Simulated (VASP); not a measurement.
## F: relaxation of cell and atoms with PBE

Crystal: F.

```xyz
3
Lattice="4.1724 0.0000 0.0000 -2.0862 3.6134 0.0000 0.0000 0.0000 2.5869" Properties=species:S:1:pos:R:3 pbc="T T T"
F     0.0000    0.0000    0.0000
F     0.0000    2.4089    1.2934
F     2.0862    1.2045    1.2934
```

| Quantity | Value |
| --- | --- |
| Program | VASP 6.6.1 |
| Task | relaxation of cell and atoms |
| Functional | PBE |
| Potentials or basis | VASP PAW PBE potentials, release 64 (F) |
| Cutoff | 600 eV |
| k mesh | 10 × 10 × 13 |
| Occupations | fermi-dirac, width 0.05 eV |
| Spin | no spin polarisation |
| Dipole correction | no |
| Further INCAR settings | ALGO = Normal; EDIFF = 1e-06; IBRION = 2; EDIFFG = -0.005; NSW = 60; ISIF = 3 |

```
Relaxed volume                         : 10.63 Å³/atom
Relaxed cell                           : a = 3.447 Å, b = 3.447 Å, c = 3.099 Å, α = 90.00°, β = 90.00°, γ = 120.00°
Space group after relaxing (to 0.05 Å) : P6/mmm (No. 191)
Energy gained by relaxing              : 185.8 meV/atom
Ionic steps                            : 33
Pressure after relaxing                : 0.1 GPa
```

The path:
```csv
step,energy change (eV),largest force (eV/Å),pressure (GPa),volume (Å³)
1,0.0000,0.0000,-6.78,39.00
2,-0.1222,0.0000,-6.02,35.98
3,-0.2221,0.0000,5.56,27.85
4,-0.2531,0.0000,-1.64,31.07
5,-0.2581,0.0000,-0.26,30.25
6,-0.2582,0.0000,0.06,30.09
7,-0.2582,0.0000,-0.01,30.11
8,-0.2583,0.0000,-0.10,30.18
9,-0.2588,0.0000,-0.31,30.30
10,-0.2605,0.0000,-0.74,30.56
11,-0.2665,0.0000,-1.50,31.07
12,-0.2860,0.0000,-2.78,32.08
13,-0.3360,0.0000,-4.55,34.05
14,-0.3621,0.0000,-7.58,37.85
15,-0.3689,0.0000,-5.71,35.75
16,-0.3750,0.0000,-6.45,36.68
17,-0.3745,0.0000,-6.16,36.43
18,-0.3749,0.0000,-6.30,36.55
19,-0.3768,0.0000,-6.28,36.52
20,-0.3826,0.0000,-6.19,36.40
21,-0.3940,0.0000,-6.01,36.17
22,-0.4160,0.0000,-5.60,35.72
23,-0.4559,0.0000,-4.85,34.82
24,-0.5160,0.0000,-2.59,33.07
25,-0.5211,0.0000,5.03,29.71
26,-0.5416,0.0000,0.54,31.39
27,-0.5419,0.0000,1.00,31.19
28,-0.5451,0.0000,0.91,31.27
29,-0.5527,0.0000,0.65,31.48
30,-0.5569,0.0000,0.10,31.90
31,-0.5573,0.0000,0.25,31.79
32,-0.5573,0.0000,0.25,31.80
33,-0.5574,0.0000,0.06,31.89
```

Final structure:
```
F
1.0
     3.44701    0.00000    0.00000
    -1.72351    2.98520    0.00000
     0.00000    0.00000    3.09899
F
3
Direct
  0.00000 0.00000 0.00000
  0.33333 0.66667 0.50000
  0.66667 0.33333 0.50000
```

Levels at points of the mesh, in eV from the Fermi level:
| k point | band 8 | band 9 | band 10 | band 11 | band 12 | band 13 |
| --- | --- | --- | --- | --- | --- | --- |
| (0.00, 0.00, 0.00) | -1.45 | -0.46 | 0.10 | 0.45 | 0.45 | 12.44 |
| (0.50, 0.00, 0.00) | -1.31 | -0.33 | -0.28 | -0.28 | 0.32 | 16.45 |

Run time: 12 min on 1 thread of Intel(R) Xeon(R) Platinum 8488C (Sapphire Rapids), with other jobs on the host, peak memory 0.22 GiB.

Caveat: the volume moved by over 15 % at a fixed basis, so the end points are rough; an odd number of electrons without spin polarisation forces a metal; a magnetic or distorted state may lie lower.
